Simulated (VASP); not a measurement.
A run of VASP 6.6.1 is set up as follows.

Contents of INCAR:

```
PREC = Accurate ; ENCUT = 500
EDIFF = 1E-6 ; ISMEAR = 0
SIGMA = 0.05 ; LREAL = False
LASPH = True ; NELM = 120
ALGO = Normal ; ISIF = 2
LWAVE = False ; LCHARG = False
GGA = PE ; NBANDS = 18
GGA_COMPAT = False
```

Contents of KPOINTS:

```
regular mesh
0
Gamma
  10 10 8
```

The input POSCAR:

```
BiTe
1.0
    4.1497576262      0.0000000000      0.0000000000
   -2.0748788131      3.5937955239      0.0000000000
    0.0000000000      0.0000000000      4.4405072890
Bi Te
1 1
Direct
    0.0000000000      0.0000000000      0.0000000000
    0.6666666667      0.3333333333      0.5000000000
```

Potentials or basis: VASP PAW PBE potentials, release 64 (Bi_d, Te).

Command:

```console
$ cat potpaw_PBE.64/Bi_d/POTCAR potpaw_PBE.64/Te/POTCAR > POTCAR
$ mpirun -np 1 vasp_std > vasp.out
```

Question: Estimate the pressure.

Answer: 0.0 GPa.
